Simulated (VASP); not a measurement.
Crystal: P4C.

```
P C
1.0
     4.49798    0.00000    0.00000
     0.00000    4.49798    0.00000
     0.00000    0.00000    4.49798
P C
4 1
Direct
  0.50000 0.00000 0.00000
  0.00000 0.50000 0.00000
  0.00000 0.00000 0.50000
  0.50000 0.50000 0.50000
  0.00000 0.00000 0.00000
```

The cell was built from a structure type or drawn by symmetry, and may not be a known phase.

* Program: VASP 6.6.1
* Task: relaxation of cell and atoms
* Functional: PBE
* Potentials or basis: VASP PAW PBE potentials, release 64 (P, C)
* Cutoff: 600 eV
* k mesh: 4 × 4 × 4
* Occupations: gaussian, width 0.1 eV
* Spin: collinear spin
* Starting moments: [0.0, 0.0, 0.0, 0.0, 1.0] μB

At the start: pressure -17.5 GPa; volume 18.20 Å³/atom.

Question: Where does the relaxation end?

Answer: Over 3 steps the energy falls by 375.0 meV/atom and the volume is 13.01 Å³/atom (-28.5 %); space group Pm-3m (No. 221, to 0.1 Å) before and after; moment 0.14 μB per cell.

Step by step:
```tsv
step	energy change (eV)	largest force (eV/Å)	pressure (GPa)	volume (Å³)
1	0.0000	0.0000	-17.48	91.00
2	-1.8487	0.0000	-3.41	67.27
3	-1.8748	0.0000	-0.19	65.03
```

Final structure:
```xyz
5
Lattice="4.0213 0.0000 0.0000 0.0000 4.0213 0.0000 0.0000 0.0000 4.0213" Properties=species:S:1:pos:R:3 pbc="T T T"
P     2.0106    0.0000    0.0000
P     0.0000    2.0106    0.0000
P     0.0000    0.0000    2.0106
P     2.0106    2.0106    2.0106
C     0.0000    0.0000    0.0000
```

Caveat: the volume moved by over 15 % at a fixed basis, so the end points are rough.
